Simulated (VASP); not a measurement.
A run of VASP 6.6.1 is set up as follows.

POSCAR

```
GaN
1.0
    3.1799996605      0.0000000000      0.0000000000
   -1.5899998303      2.7539604900      0.0000000000
    0.0000000000      0.0000000000      5.1660000000
Ga N
2 2
Direct
    0.3017666770      0.6435582704      0.0000000000
    0.6982333230      0.3564417296      0.5000000000
    0.3588724204      0.6853625760      0.3750000000
    0.6411275796      0.3146374240      0.8750000000
```

The input INCAR.step1:

```
  ALGO = Normal
  EDIFF = 1E-4
  ENCUT = 520
  GGA = PE
  ISMEAR = 0
  LASPH = True
  LCHARG = False
  LREAL = False
  LWAVE = True
  NBANDS = 26
  NELM = 60
  PREC = Accurate
  SIGMA = 0.05
```

The input INCAR.step2:

```
  ALGO = Normal
  EDIFF = 1E-7
  ENCUT = 520
  ISIF = 2
  ISMEAR = 0
  ISTART = 1
  LASPH = True
  LCHARG = False
  LMIXTAU = True
  LREAL = False
  LWAVE = False
  METAGGA = R2SCAN
  NBANDS = 26
  NELM = 60
  PREC = Accurate
  SIGMA = 0.05
```

Contents of KPOINTS:

```
k-points
0
Gamma
  12 12 6
```

Potentials or basis: VASP PAW PBE potentials, release 64 (Ga_d, N).

The run is started by

```bash
$ cat potpaw_PBE.64/Ga_d/POTCAR potpaw_PBE.64/N/POTCAR > POTCAR
$ cp INCAR.step1 INCAR
$ mpirun -np 1 vasp_std > vasp.out
$ cp INCAR.step2 INCAR
$ mpirun -np 1 vasp_std > vasp.out
```

(1) Estimate the band gap on the k mesh.

(2) Predict the pressure.

(3) Estimate the largest force.

Answers

(1) 2.28 eV, direct.

(2) 2.0 GPa.

(3) 0.489 eV/Å.

Caveat: the cell differs from its parent crystal (mode 4 (140.5 1/cm) frozen in, largest displacement +0.090 Å); the PAW data sets were made with another functional, which shifts forces and pressure a little.
